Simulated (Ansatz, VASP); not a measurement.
## One calculation of In4Ru, two programs

```
In Ru
1.0
     5.01292    0.00000    0.00000
     0.00000    5.01292    0.00000
     0.00000    0.00000    5.01292
In Ru
4 1
Direct
  0.25000 0.25000 0.25000
  0.75000 0.75000 0.25000
  0.25000 0.75000 0.75000
  0.75000 0.25000 0.75000
  0.00000 0.00000 0.00000
```

Change from the starting cell: species swapped into the SnI4 type (P-43m, No. 215).

Alike in both runs: task relaxation of cell and atoms; functional PBE; k mesh 4 × 4 × 4; occupations gaussian, width 0.1 eV; no spin polarisation.

```csv
,VASP,Ansatz
version,VASP 6.6.1,Ansatz 0.2.0
potentials or method,"VASP PAW PBE potentials, release 64 (In_d, Ru_pv), cutoff 600 eV","scalar-relativistic, plane waves, PAW"
valence electrons in the cell,66,68
```

```tsv
	VASP	Ansatz	Ansatz less VASP
gap on the k mesh at the Fermi level, each at its own relaxed structure (eV)	none	none	-
relaxed volume (Å³/atom)	27.90	27.92	+0.024
relaxed length of the cell vector where the two differ most in proportion (Å)	5.186	5.188	+0.0015
```

A gap of «none» marks a metal or a gap that the smearing closes. VASP's potentials hold 66 valence electrons a cell and Ansatz's 68, so a difference there can come from the potentials and not from the codes.
